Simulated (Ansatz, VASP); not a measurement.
# One calculation of WS2, two programs

Contents of INCAR:

```
SYSTEM = WS2
  ALGO = Normal
  EDIFF = 1E-8
  ENCUT = 520
  GGA = PS
  ISIF = 2
  ISMEAR = -1
  LASPH = .True.
  LCHARG = .False.
  LEFG = .True.
  LREAL = .False.
  LWAVE = .False.
  NBANDS = 20
  NELM = 100
  PREC = Accurate
  SIGMA = 0.03
```

File KPOINTS:

```
k-points
0
Gamma
  15 15 15
  0 0 0
```

The input POSCAR:

```
WS2
1.0
    1.5576599252      0.8993153771      6.0800315456
   -1.5576599252      0.8993153771      6.0800315456
    0.0000000000     -1.7986307542      6.0800315456
W S
1 2
Direct
    0.0000000000      0.0000000000      0.0000000000
    0.7503000000      0.7503000000      0.7503000000
    0.5810000000      0.5810000000      0.5810000000
```

Input for Ansatz:

```yaml
crystal:
  lattice:
    - [1.5576599252, 0.8993153771, 6.0800315456]
    - [-1.5576599252, 0.8993153771, 6.0800315456]
    - [0.0, -1.7986307542, 6.0800315456]
  atoms:
    - { symbol: W, position: [0.0, 0.0, 0.0] }
    - { symbol: S, position: [0.7503, 0.7503, 0.7503] }
    - { symbol: S, position: [0.581, 0.581, 0.581] }
kpoints:
  mp_grid: { grid: [15, 15, 15] }
scf:
  occupations: { method: fermi_dirac, width: 0.03 }
hamiltonian:
  xc: pbesol
  pseudopotentials: { kind: paw }
output:
  forces: true
  stress: true
  eigenvalues: true
  efg: { contact_densities: true }
  write_density: true
  write_potential: true
  elf: true
  volumetric_format: npy
```

Change from the starting cell: volume scaled by 0.96, PAW files.

Alike in both runs: task electric field gradients; functional PBEsol; k mesh 15 × 15 × 15; occupations fermi-dirac, width 0.03 eV; no spin polarisation.

```csv
,VASP,Ansatz
version,VASP 6.6.1,Ansatz 0.2.0
potentials or method,"VASP PAW PBE potentials, release 64 (W_sv, S)","PAW with Ansatz's default frozen-core files, scalar-relativistic"
plane-wave cutoff (eV),520,420
valence electrons in the cell,26,26
```

Ansatz gave:

```
pressure (GPa)                                                : 6.8
traceless stress, the component that is largest in VASP (GPa) : 1.16
rms of the force components (eV/Å)                            : 0.425
size of Vzz on the site where it differs most (V/Å²)          : 181.7
```

Problem. Estimate VASP's values.

Solution. Pressure (GPa): 7.0; traceless stress, the component that is largest in VASP (GPa): 1.18; rms of the force components (eV/Å): 0.434; size of Vzz on the site where it differs most (V/Å²): 162.8.

VASP's potentials were made for PBE, not for PBEsol. Atom by atom the forces differ by 0.011 eV/Å (rms over components). The functional is the same, so the differences come from potentials, cutoffs and numerics.

Spin-orbit coupling is off throughout.
